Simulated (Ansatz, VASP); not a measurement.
# Ta3H: VASP beside Ansatz

INCAR

```
SYSTEM = Ta3H
PREC = Accurate
ENCUT = 520
EDIFF = 1E-6
ISMEAR = 0
SIGMA = 0.1
LREAL = .False.
LASPH = .True.
NELM = 100
ALGO = Normal
ISIF = 2
LWAVE = .False.
LCHARG = .False.
LDIPOL = .True.
IDIPOL = 3
DIPOL = 0.5 0.5 0.344
GGA = CA
NBANDS = 44
```

The input KPOINTS:

```
Automatic mesh
0
Gamma
  6 6 1
  0 0 0
```

The input POSCAR:

```
Ta3H
1.0
    4.6002247492      0.0000000000      0.0000000000
   -2.3001123746      3.9839114959      0.0000000000
    0.0000000000      0.0000000000     22.4017722044
Ta H
6 2
Direct
    0.6666666667      0.3333333333      0.1785573018
    0.3333333333      0.6666666667      0.2204743848
    0.0000000000      0.0000000000      0.2623914678
    0.6666666667      0.3333333333      0.3016814391
    0.3333333333      0.6666666667      0.3385386112
    0.0000000000      0.0000000000      0.3750494438
    0.2518155770      0.6666666667      0.5357510154
    0.4148510896      0.6666666667      0.5357510154
```

Input for Ansatz:

```yaml
crystal:
  lattice:
    - [4.6002247492, 0.0, 0.0]
    - [-2.3001123746, 3.9839114959, 0.0]
    - [0.0, 0.0, 22.4017722044]
  atoms:
    - { symbol: Ta, position: [0.6666666667, 0.3333333333, 0.1785573018] }
    - { symbol: Ta, position: [0.3333333333, 0.6666666667, 0.2204743848] }
    - { symbol: Ta, position: [0.0, 0.0, 0.2623914678] }
    - { symbol: Ta, position: [0.6666666667, 0.3333333333, 0.3016814391] }
    - { symbol: Ta, position: [0.3333333333, 0.6666666667, 0.3385386112] }
    - { symbol: Ta, position: [0.0, 0.0, 0.3750494438] }
    - { symbol: H, position: [0.251815577, 0.6666666667, 0.5357510154] }
    - { symbol: H, position: [0.4148510896, 0.6666666667, 0.5357510154] }
basis:
  ecutwfc: 420
kpoints:
  mp_grid: { grid: [6, 6, 1] }
hamiltonian:
  xc: lda
  pseudopotentials: { kind: paw, azcp: { folder: soft_1 } }
scf:
  occupations: { method: gaussian, width: 0.1 }
output:
  forces: true
  eigenvalues: true
efield:
  axis: 3
  dipole_correction: true
  ramp_width: 0.04
```

Alike in both runs: task single point; functional LDA; k mesh 6 × 6 × 1; occupations gaussian, width 0.1 eV; no spin polarisation.

|  | VASP | Ansatz |
| --- | --- | --- |
| version | VASP 6.6.1 | Ansatz 0.2.0 |
| potentials or method | VASP PAW LDA potentials, release 64 (Ta_pv, H), cutoff 520 eV | scalar-relativistic, plane waves, PAW |
| valence electrons in the cell | 68 | 80 |

```tsv
	VASP	Ansatz	Ansatz less VASP
gap on the k mesh at the Fermi level (eV)	none	none	-
rms of the force components (eV/Å)	0.618	0.617	-0.0016
```

Ansatz warns that its potentials were made for another functional, while VASP's fit it. LDA's correlation is that of Perdew and Zunger in VASP and of Perdew and Wang (1992) in Ansatz. Atom by atom the forces differ by 0.026 eV/Å (rms over components). A gap of «none» marks a metal or a gap that the smearing closes. VASP's potentials hold 68 valence electrons a cell and Ansatz's 80, so a difference there can come from the potentials and not from the codes. Ansatz's warnings: vacuum below fermi.

Neither program's run includes spin-orbit coupling.
